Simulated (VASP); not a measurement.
A run of VASP 6.6.1 is set up as follows.

Contents of INCAR:

```
SYSTEM = SiC2
PREC     = Accurate       ! precision mode
ENCUT    = 600            ! plane-wave cutoff, eV
EDIFF    = 1E-6           ! SCF threshold, eV
ISMEAR   = 0              ! smearing method
SIGMA    = 0.1            ! smearing width, eV
LREAL    = .FALSE.        ! projectors in reciprocal space
LASPH    = .TRUE.         ! aspherical terms in the spheres
NELM     = 100            ! most SCF steps
ALGO     = Normal         ! electronic algorithm
ISIF     = 3              ! what is computed and relaxed
LWAVE    = .FALSE.        ! write WAVECAR
LCHARG   = .FALSE.        ! write CHGCAR
GGA      = PE             ! functional
IBRION   = 2              ! ionic algorithm
NSW      = 100            ! ionic steps
EDIFFG   = -0.01          ! ionic threshold
```

The input KPOINTS:

```
regular mesh
0
G
  12 12 4
  0 0 0
```

File POSCAR:

```
SiC2
1.0
    3.2440466586      0.0000000000      0.0000000000
   -1.6220233293      2.8094268174      0.0000000000
    0.0000000000      0.0000000000     12.5169487329
Si C
2 4
Direct
    0.3333333333      0.6666666667      0.0000000000
    0.6666666667      0.3333333333      0.0000000000
    0.3333333333      0.6666666667      0.6589556936
    0.3333333333      0.6666666667      0.3410443064
    0.6666666667      0.3333333333      0.6589556936
    0.6666666667      0.3333333333      0.3410443064
```

Potentials or basis: VASP PAW PBE potentials, release 64 (Si, C).

Launch:

```sh
$ cat potpaw_PBE.64/Si/POTCAR potpaw_PBE.64/C/POTCAR > POTCAR
$ mpirun -np 1 vasp_std > vasp.out
```

Task: What does it give for the band gap on the k mesh?

Result: Zero (band 12 reaches 0.85 eV, above the bottom of band 13 at 0.75 eV).

Task: Predict the space group after relaxing (to 0.05 Å).

Result: P6/mmm (No. 191).

Step by step:
```csv
step,energy change (eV),largest force (eV/Å),pressure (GPa),volume (Å³)
1,0.0000,0.0088,-0.39,114.08
2,-0.0027,0.0068,0.26,113.31
3,-0.0027,0.0069,0.24,113.34
4,-0.0037,0.0066,0.23,113.66
5,-0.0062,0.0056,0.21,114.61
6,-0.0103,0.0039,0.20,116.50
7,-0.0151,0.0022,0.25,120.27
8,-0.0142,0.0017,0.49,127.76
9,-0.0162,0.0018,0.34,123.60
10,-0.0168,0.0020,-0.20,125.54
11,-0.0171,0.0018,0.00,124.76
```
